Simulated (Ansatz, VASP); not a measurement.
This is a calculation of AlNi3 for VASP 6.6.1.

INCAR

```
SYSTEM = AlNi3
ALGO     = Fast           ! electronic algorithm
EDIFF    = 1E-6           ! SCF threshold, eV
ENCUT    = 520            ! plane-wave cutoff, eV
ISIF     = 2              ! what is computed and relaxed
ISMEAR   = -1             ! smearing method
ISPIN    = 2              ! spin polarisation
LASPH    = .TRUE.         ! aspherical terms in the spheres
LCHARG   = .FALSE.        ! write CHGCAR
LMAXMIX  = 4              ! l up to which the mixer works
LORBIT   = 11             ! projections on sites
LREAL    = .FALSE.        ! projectors in reciprocal space
LWAVE    = .FALSE.        ! write WAVECAR
MAGMOM   = 1 1 1 0        ! initial moments
NBANDS   = 28             ! bands
NELM     = 150            ! most SCF steps
PREC     = Accurate       ! precision mode
SIGMA    = 0.05           ! smearing width, eV
```

KPOINTS

```
k-points
0
G
  8 8 8
  0 0 0
```

File POSCAR:

```
AlNi3
1.0
    3.4754400422      0.0000000000      0.0000000000
    0.0000000000      3.4754400422      0.0000000000
    0.0000000000      0.0000000000      3.4754400422
Ni Al
3 1
Direct
    0.5000000000      0.5000000000      0.0000000000
    0.5000000000      0.0000000000      0.5000000000
    0.0000000000      0.5000000000      0.5000000000
    0.0000000000      0.0000000000      0.0000000000
```

Potentials or basis: VASP PAW LDA potentials, release 64 (Ni, Al).

Run with:

```console
$ cat potpaw_LDA.64/Ni/POTCAR potpaw_LDA.64/Al/POTCAR > POTCAR
$ mpirun -np 1 vasp_std > vasp.out
```

Question: Set up the same calculation for Ansatz 0.2.0. Potentials there: all-electron LAPW, scalar-relativistic.

Answer: As run (the cutoff follows the program's own potentials):

File input.yaml:

```yaml
crystal:
  lattice:
    - [3.4754400422, 0.0, 0.0]
    - [0.0, 3.4754400422, 0.0]
    - [0.0, 0.0, 3.4754400422]
  atoms:
    - { symbol: Ni, position: [0.5, 0.5, 0.0], spin: 1.0 }
    - { symbol: Ni, position: [0.5, 0.0, 0.5], spin: 1.0 }
    - { symbol: Ni, position: [0.0, 0.5, 0.5], spin: 1.0 }
    - { symbol: Al, position: [0.0, 0.0, 0.0] }
kpoints:
  mp_grid: { grid: [8, 8, 8] }
scf:
  occupations: { method: fermi_dirac, width: 0.05 }
hamiltonian:
  xc: lda
  pseudopotentials: { kind: all_electron, lapw: { basis_error: 0.002 } }
magnetization:
  spin_polarized: true
output:
  forces: true
  stress: true
  eigenvalues: true
```

Potentials or basis: all-electron LAPW, scalar-relativistic.

The run is started by

```bash
$ ansatz run input.yaml --threads 4 --pin off --max-ram 12288MiB --backend cpu --events-out ev --progress --plain --runs-dir out
```

Both were run:

|  | VASP | Ansatz | Ansatz less VASP |
| --- | --- | --- | --- |
| gap on the k mesh at the Fermi level (eV) | none | none | - |
| pressure (GPa) | 1.2 | 0.9 | -0.33 |
| net moment per atom (μB) | 0.07 | 0.10 | +0.038 |
| size of the moment on the site where the two differ most (μB) | 0.09 | 0.15 | +0.056 |

LDA's correlation is that of Perdew and Zunger in VASP and of Perdew and Wang (1992) in Ansatz. Site moments also hang on the region over which each program counts them. A gap of «none» marks a metal or a gap that the smearing closes. Ansatz ran all-electron here, and VASP with PAW potentials.
